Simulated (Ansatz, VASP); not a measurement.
## Two plane-wave programs on NbH2

```
CELL_PARAMETERS angstrom
0.00000 2.28150 2.28150
2.28150 0.00000 2.28150
2.28150 2.28150 0.00000
ATOMIC_POSITIONS crystal
Nb 0.00000 0.00000 0.00000
H 0.25000 0.25000 0.25000
H 0.75000 0.75000 0.75000
```

Change from the starting cell: shortest bond scaled by 1, PAW files.

Alike in both runs: task electric field gradients; functional r2SCAN; k mesh 11 × 11 × 11; occupations fermi-dirac, width 0.05 eV; no spin polarisation.

|  | VASP | Ansatz |
| --- | --- | --- |
| version | VASP 6.6.1 | Ansatz 0.2.0 |
| potentials or method | VASP PAW PBE potentials, release 64 (Nb_sv, H) | PAW with Ansatz's default frozen-core files, scalar-relativistic |
| plane-wave cutoff (eV) | 440 | 500 |
| valence electrons in the cell | 15 | 15 |

|  | VASP | Ansatz | Ansatz less VASP |
| --- | --- | --- | --- |
| pressure (GPa) | -2.6 | -1.9 | +0.69 |

VASP's potentials were made for PBE, not for r2SCAN. The functional is the same, so the differences come from potentials, cutoffs and numerics.
